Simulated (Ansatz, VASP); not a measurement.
**Cs: VASP beside Ansatz**

File POSCAR:

```
Cs
1.0
   -3.0646009157      3.0646009157      3.0646009157
    3.0646009157     -3.0646009157      3.0646009157
    3.0646009157      3.0646009157     -3.0646009157
Cs
1
Direct
    0.0000000000      0.0000000000      0.0000000000
```

The input INCAR.step1:

```
PREC = Accurate
ENCUT = 520
ISMEAR = -1
SIGMA = 0.05
LREAL = F
LASPH = T
NELM = 80
NBANDS = 10
GGA = PE
ALGO = Normal
EDIFF = 1E-4
LWAVE = T
LCHARG = F
```

The input INCAR.step2:

```
PREC = Accurate
ENCUT = 520
EDIFF = 1E-6
ISMEAR = -1
SIGMA = 0.05
LREAL = F
LASPH = T
NELM = 80
ALGO = Normal
ISIF = 2
LWAVE = F
LCHARG = T
METAGGA = R2SCAN
LMIXTAU = T
LELF = T
LVHAR = T
NBANDS = 10
ISTART = 1
```

The input KPOINTS:

```
Automatic mesh
0
Gamma
  6 6 6
```

File input.yaml:

```yaml
crystal:
  lattice:
    - [-3.0646009157, 3.0646009157, 3.0646009157]
    - [3.0646009157, -3.0646009157, 3.0646009157]
    - [3.0646009157, 3.0646009157, -3.0646009157]
  atoms:
    - { symbol: Cs, position: [0.0, 0.0, 0.0] }
hamiltonian:
  xc: r2scan
  pseudopotentials: { kind: paw }
kpoints:
  mp_grid: { grid: [6, 6, 6] }
scf:
  occupations: { method: fermi_dirac, width: 0.05 }
output:
  forces: true
  stress: true
  eigenvalues: true
```

Alike in both runs: task single point; functional r2SCAN; k mesh 6 × 6 × 6; occupations fermi-dirac, width 0.05 eV; no spin polarisation.

|  | VASP | Ansatz |
| --- | --- | --- |
| version | VASP 6.6.1 | Ansatz 0.2.0 |
| potentials or method | VASP PAW PBE potentials, release 64 (Cs_sv) | Ansatz PAW |
| plane-wave cutoff (eV) | 520 | 500 |
| valence electrons in the cell | 9 | 9 |

Ansatz gave:

```
gap on the k mesh at the Fermi level (eV) : none
pressure (GPa)                            : 0.2
```

**Question.** Which values does VASP return?

**Answer.** gap on the k mesh at the Fermi level (eV): none; pressure (GPa): 0.1.

VASP's potentials were made for PBE, not for r2SCAN. A gap of «none» marks a metal or a gap that the smearing closes.

Neither program's run includes spin-orbit coupling.
